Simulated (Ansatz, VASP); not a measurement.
# CuAs3 in VASP and in Ansatz

```
CELL_PARAMETERS angstrom
7.50412 0.00000 0.00000
-3.75206 6.49876 0.00000
0.00000 0.00000 3.93324
ATOMIC_POSITIONS crystal
Cu 0.33333 0.66667 0.25000
Cu 0.66667 0.33333 0.75000
As 0.78070 0.56139 0.25000
As 0.21930 0.78070 0.75000
As 0.43861 0.21930 0.25000
As 0.21930 0.43861 0.75000
As 0.78070 0.21930 0.25000
As 0.56139 0.78070 0.75000
```

Alike in both runs: task relaxation of cell and atoms; functional PBE; k mesh 6 × 6 × 10; occupations gaussian, width 0.1 eV; no spin polarisation.

```csv
,VASP,Ansatz
version,VASP 6.6.1,Ansatz 0.2.0
potentials or method,"VASP PAW PBE potentials, release 64 (Cu, As), cutoff 600 eV","scalar-relativistic, plane waves, PAW"
valence electrons in the cell,52,128
```

|  | VASP | Ansatz | Ansatz less VASP |
| --- | --- | --- | --- |
| gap on the k mesh at the Fermi level, each at its own relaxed structure (eV) | none | none | - |
| relaxed volume (Å³/atom) | 32.18 | 32.83 | +0.647 |
| relaxed length of the cell vector where the two differ most in proportion (Å) | 8.746 | 8.841 | +0.0952 |

A gap of «none» marks a metal or a gap that the smearing closes. VASP's potentials hold 52 valence electrons a cell and Ansatz's 128, so a difference there can come from the potentials and not from the codes. Ansatz's warnings: xc potential rough in thin density.

Noted on VASP's run: the volume moved by over 15 % at a fixed basis, so the end points are rough.
